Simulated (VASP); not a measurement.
Input of a VASP 6.6.1 run:

File INCAR:

```
  ALGO = Normal
  EDIFF = 1E-6
  ENCUT = 520
  GGA = PS
  ISIF = 2
  ISMEAR = -1
  LASPH = T
  LCHARG = F
  LREAL = F
  LWAVE = F
  NBANDS = 11
  NELM = 100
  PREC = Accurate
  SIGMA = 0.02
```

File KPOINTS:

```
k-points
0
Gamma
  16 16 16
```

Contents of POSCAR:

```
C
1.0
    0.0000000000      1.7769057192      1.7769057192
    1.7769057192      0.0000000000      1.7769057192
    1.7769057192      1.7769057192      0.0000000000
C
2
Direct
   -0.1250000000     -0.1250000000     -0.1250000000
    0.1250000000      0.1250000000      0.1250000000
```

Potentials or basis: VASP PAW PBE potentials, release 64 (C).

The run is started by

```sh
$ cat potpaw_PBE.64/C/POTCAR > POTCAR
$ mpirun -np 1 vasp_std > vasp.out
```

Q: What does it give for the pressure?

A: 1.1 GPa.

Q: What does it give for the band gap on the k mesh?

A: 4.03 eV, indirect (least direct gap 5.57 eV).

Caveat: the PAW data sets were made with another functional, which shifts forces and pressure a little. A hybrid or GW would open this gap; PBEsol tends to underestimate it.
